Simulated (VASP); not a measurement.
# Cu12F in VASP: further runs, part 2 of 2

VASP 6.6.1.

## 4. Single point, PBE

INCAR

```
SYSTEM = Cu12F
PREC     = Accurate       ! precision mode
ENCUT    = 520            ! plane-wave cutoff, eV
EDIFF    = 1E-6           ! SCF threshold, eV
ISMEAR   = 0              ! smearing method
SIGMA    = 0.1            ! smearing width, eV
LREAL    = .False.        ! projectors in reciprocal space
LASPH    = .True.         ! aspherical terms in the spheres
NELM     = 100            ! most SCF steps
ALGO     = Normal         ! electronic algorithm
ISIF     = 2              ! what is computed and relaxed
LWAVE    = .False.        ! write WAVECAR
LCHARG   = .True.         ! write CHGCAR
LDIPOL   = .True.       
IDIPOL   = 3            
DIPOL    = 0.5 0.5 0.323
GGA      = PE             ! functional
LELF     = .True.         ! ELF
LVHAR    = .True.       
LVACPOTAV= .True.       
NBANDS   = 82             ! bands
```

KPOINTS

```
Automatic mesh
0
Gamma
  6 6 1
  0 0 0
```

POSCAR

```
Cu12F
1.0
    5.1319544646      0.0000000000      0.0000000000
   -2.5659772323      4.4444029374      0.0000000000
    0.0000000000      0.0000000000     19.6215700548
Cu F
12 1
Direct
    0.3333333333      0.1666666667      0.2038572851
    0.3333333333      0.6666666667      0.2038572851
    0.8333333333      0.1666666667      0.2038572851
    0.8333333333      0.6666666667      0.2038572851
    0.1666666667      0.3333333333      0.3088788036
    0.1666666667      0.8333333333      0.3088788036
    0.6666666667      0.3333333333      0.3088788036
    0.6666666667      0.8333333333      0.3088788036
    0.0000000000      0.0000000000      0.4139103055
    0.0000000000      0.5000000000      0.4139103055
    0.5000000000      0.0000000000      0.4139103055
    0.5000000000      0.5000000000      0.4139103055
    0.3333333333      0.1666666667      0.4894566312
```

Potentials or basis: VASP PAW PBE potentials, release 64 (Cu, F).

The run is started by

```sh
cat potpaw_PBE.64/Cu/POTCAR potpaw_PBE.64/F/POTCAR > POTCAR
mpirun -np 1 vasp_std > vasp.out
```

OUTCAR:

```text
SYSTEM = Cu12F
   PREC = Accurate
   ENCUT = 520
   EDIFF = 1E-6
   ISMEAR = 0
   LREAL = .False.
   LASPH = .True.
   NELM = 100
   ISIF = 2
   GGA = PE

 ion  position               nearest neighbor table
   1  0.333  0.167  0.204-   5 2.54   6 2.54   7 2.54   4 2.57   2 2.57   2 2.57   4 2.57   3 2.57
                             3 2.57
   2  0.333  0.667  0.204-   6 2.54   5 2.54   8 2.54   3 2.57   1 2.57   1 2.57   3 2.57   4 2.57
                             4 2.57
   3  0.833  0.167  0.204-   7 2.54   8 2.54   5 2.54   4 2.57   2 2.57   4 2.57   2 2.57   1 2.57
                             1 2.57
   4  0.833  0.667  0.204-   8 2.54   7 2.54   6 2.54   3 2.57   1 2.57   3 2.57   1 2.57   2 2.57
                             2 2.57
   5  0.167  0.333  0.309-   1 2.54   2 2.54   3 2.54   9 2.54  12 2.54  10 2.54   8 2.57   6 2.57
                             6 2.57   8 2.57   7 2.57   7 2.57
   6  0.167  0.833  0.309-   2 2.54   1 2.54   4 2.54  10 2.54  11 2.54   9 2.54   7 2.57   5 2.57
                             5 2.57   7 2.57   8 2.57   8 2.57
   7  0.667  0.333  0.309-   3 2.54   4 2.54   1 2.54  11 2.54  10 2.54  12 2.54   8 2.57   6 2.57
                             8 2.57   6 2.57   5 2.57   5 2.57
   8  0.667  0.833  0.309-   4 2.54   3 2.54   2 2.54  12 2.54   9 2.54  11 2.54   7 2.57   5 2.57
                             7 2.57   5 2.57   6 2.57   6 2.57
   9  0.000  0.000  0.414-  13 2.10   5 2.54   8 2.54   6 2.54  12 2.57  10 2.57  10 2.57  12 2.57
                            11 2.57  11 2.57
  10  0.000  0.500  0.414-   6 2.54   7 2.54   5 2.54   9 2.57  11 2.57   9 2.57  11 2.57  12 2.57
                            12 2.57
  11  0.500  0.000  0.414-  13 2.10   7 2.54   6 2.54   8 2.54  12 2.57  10 2.57  12 2.57  10 2.57
                             9 2.57   9 2.57
  12  0.500  0.500  0.414-  13 2.10   8 2.54   5 2.54   7 2.54  11 2.57   9 2.57  11 2.57   9 2.57
                            10 2.57  10 2.57
  13  0.333  0.167  0.489-  12 2.10   9 2.10  11 2.10

  LATTYP: Found a hexagonal cell.
 ALAT       =     5.1319544646
 C/A-ratio  =     3.8234107863

  Lattice vectors:

 A1 = (   5.1319544646,   0.0000000000,   0.0000000000)
 A2 = (  -2.5659772323,   4.4444029374,   0.0000000000)
 A3 = (   0.0000000000,   0.0000000000,  19.6215700548)

[... 179 lines left out ...]
  ext. energy  EPLUGINS =         0.00000000
  ---------------------------------------------------
  free energy    TOTEN  =       -45.43613005 eV

  energy without entropy =      -45.39055373  energy(sigma->0) =      -45.41334189

 E-fermi :  -1.0015     XC(G=0):  -5.0893

 val. band max:       -1.0062629748   @ k =   0.5000   0.0000   0.0000
 cond. band min:      -0.9794827091   @ k =   0.5000   0.0000   0.0000
 fundamental gap:      0.0267802657
 Fermi energy:        -1.0014889170

 k-point     1 :       0.0000    0.0000    0.0000
  band No.  band energies     occupation
      1     -24.0929      2.00000
      2      -9.6171      2.00000
      3      -7.7297      2.00000
      4      -6.5130      2.00000
      5      -6.2380      2.00000
      6      -6.2380      2.00000
[... 577 lines left out ...]
     80       3.9049      0.00000
     81       5.1486      0.00000
 [bands above 81 left out]

------------------------ aborting loop because EDIFF is reached ----------------------------------------

  FORCE on cell =-STRESS in cart. coord.  units (eV):
  Direction    XX          YY          ZZ          XY          YZ          ZX
  --------------------------------------------------------------------------------------
  -------------------------------------------------------------------------------------
  Total       -1.5577455     -1.5577455      0.8673552      0.0000000      0.0000000     -0.0000000
  in kB       -5.5766978     -5.5766978      3.1051145      0.0000000      0.0000000     -0.0000000
  external PRESSURE =      -2.6827604 kB  Pullay stress =       0.0000000 kB

 VOLUME and BASIS-vectors are now :
 -----------------------------------------------------------------------------
  energy-cutoff  :      520.00
  volume of cell :      447.54
      direct lattice vectors                 reciprocal lattice vectors
     5.131954465  0.000000000  0.000000000     0.194857536  0.112501051  0.000000000
    -2.565977232  4.444402937  0.000000000     0.000000000  0.225002101  0.000000000
     0.000000000  0.000000000 19.621570055     0.000000000  0.000000000  0.050964321

 POSITION                                       TOTAL-FORCE (eV/Angst)
 -----------------------------------------------------------------------------------
      1.28299      0.74073      4.00000        -0.000000      0.000000     -0.032554
     -0.00000      2.96294      4.00000        -0.027553     -0.015908     -0.128975
      3.84897      0.74073      4.00000        -0.000000      0.031815     -0.128975
      2.56598      2.96294      4.00000         0.027553     -0.015908     -0.128975
      0.00000      1.48147      6.06069         0.004388     -0.002534      0.006669
     -1.28299      3.70367      6.06069        -0.000000      0.005067      0.006669
      2.56598      1.48147      6.06069        -0.004388     -0.002534      0.006669
      1.28299      3.70367      6.06069        -0.000000     -0.000000      0.380152
      0.00000      0.00000      8.12157        -0.381152     -0.220058      0.079826
     -1.28299      2.22220      8.12157        -0.000000      0.000000     -0.267538
      2.56598      0.00000      8.12157         0.381152     -0.220058      0.079826
      1.28299      2.22220      8.12157         0.000000      0.440116      0.079826
      1.28299      0.74073      9.60391        -0.000000      0.000000      0.047379
 -----------------------------------------------------------------------------------
    total drift:                               -0.000000      0.000002     -0.006363

  FREE ENERGIE OF THE ION-ELECTRON SYSTEM (eV)
  ---------------------------------------------------
  free  energy   TOTEN  =       -45.4361300521 eV

  energy  without entropy=      -45.3905537326  energy(sigma->0) =      -45.41334189

 vacuum level on the upper side and lower side of the slab         4.760         3.800
```

stdout:

```text
POSCAR found type information on POSCAR CuF
 POSCAR found :  2 types and      13 ions
 scaLAPACK will be used
 LDA part: xc-table for (Slater+PW92), standard interpolation
 POSCAR, INCAR and KPOINTS ok, starting setup
 FFT: planning ... GRIDC
 FFT: planning ... GRID_SOFT
 FFT: planning ... GRID
 WAVECAR not read
 entering main loop
 -----------------------------------------------------------------------------
|                                                                             |
|           W    W    AA    RRRRR   N    N  II  N    N   GGGG   !!!           |
|           W    W   A  A   R    R  NN   N  II  NN   N  G    G  !!!           |
|           W    W  A    A  R    R  N N  N  II  N N  N  G       !!!           |
|           W WW W  AAAAAA  RRRRR   N  N N  II  N  N N  G  GGG   !            |
|           WW  WW  A    A  R   R   N   NN  II  N   NN  G    G                |
|           W    W  A    A  R    R  N    N  II  N    N   GGGG   !!!           |
|                                                                             |
|     Did not find any points to average over, which means that no vacuum     |
|     field-free region was found. Please increase the size of  your cell     |
|     in the dimension of the dipole correction to obtain accurate            |
|     workfunction values.                                                    |
|                                                                             |
 -----------------------------------------------------------------------------
```

Wall time 13 min (1 thread of Intel Xeon Platinum 8488C (Sapphire Rapids), shared host); peak memory 0.61 GiB.

What came out:

- Free energy: -45.4361 eV
- Largest force: 0.447 eV/Å
- Band gap on the k mesh: zero (an odd number of electrons rules out a gap without spin polarisation)

Forces on the atoms (eV/Å):
```
Cu   0.000  0.000 -0.033
Cu  -0.028 -0.016 -0.129
Cu   0.000  0.032 -0.129
Cu   0.028 -0.016 -0.129
Cu   0.004 -0.003  0.007
Cu   0.000  0.005  0.007
Cu  -0.004 -0.003  0.007
Cu   0.000  0.000  0.380
Cu  -0.381 -0.220  0.080
Cu   0.000  0.000 -0.268
Cu   0.381 -0.220  0.080
Cu   0.000  0.440  0.080
F    0.000  0.000  0.047
```

## 5. Overview

```tsv
cell	gap on the mesh (eV)	largest force (eV/Å)
as given, atomic positions A	none	0.14
as given, atomic positions B	none	0.36
as given, atomic positions C	none	0.45
```

Alike in all rows: task single point; level PBE; potentials or basis VASP PAW PBE potentials, release 64 (Cu, F); no spin polarisation; k mesh 6 × 6 × 1; cutoff (eV) 520; smearing gaussian 0.1 eV.

Total energies depend on the potentials used, so only differences within one code and one set of settings carry meaning.

The gap in the log of VASP goes by the Fermi energy; the results here count the filled bands.